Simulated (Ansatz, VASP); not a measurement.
## One calculation of GaAs, two programs

```xyz
2
Lattice="0.0000 2.7624 2.8332 2.7624 0.0000 2.8332 2.7624 2.7624 0.0000" Properties=species:S:1:pos:R:3 pbc="T T T"
Ga    0.0000    0.0000    0.0000
As    4.1436    4.1436    4.2498
```

Change from the starting cell: strain -0.025 along x and y, +0.000 along z, atoms carried along.

Alike in both runs: task single point; functional r2SCAN; k mesh 8 × 8 × 8; occupations gaussian, width 0.05 eV; no spin polarisation.

|  | VASP | Ansatz |
| --- | --- | --- |
| version | VASP 6.6.1 | Ansatz 0.2.0 |
| potentials or method | VASP PAW PBE potentials, release 64 (Ga_d, As), cutoff 520 eV | scalar-relativistic, plane waves, PAW |
| valence electrons in the cell | 18 | 28 |

```csv
,VASP,Ansatz,Ansatz less VASP
gap on the k mesh at the Fermi level (eV),1.30,1.32,+0.020
least direct gap on the mesh (eV),1.30,1.32,+0.020
pressure (GPa),4.3,4.1,-0.15
"traceless stress, the component that is largest in VASP (GPa)",-1.22,-1.21,+0.009
```

VASP's potentials were made for PBE, not for r2SCAN. The functional is the same, so the differences come from potentials, cutoffs and numerics. VASP's potentials hold 18 valence electrons a cell and Ansatz's 28, so a difference there can come from the potentials and not from the codes.
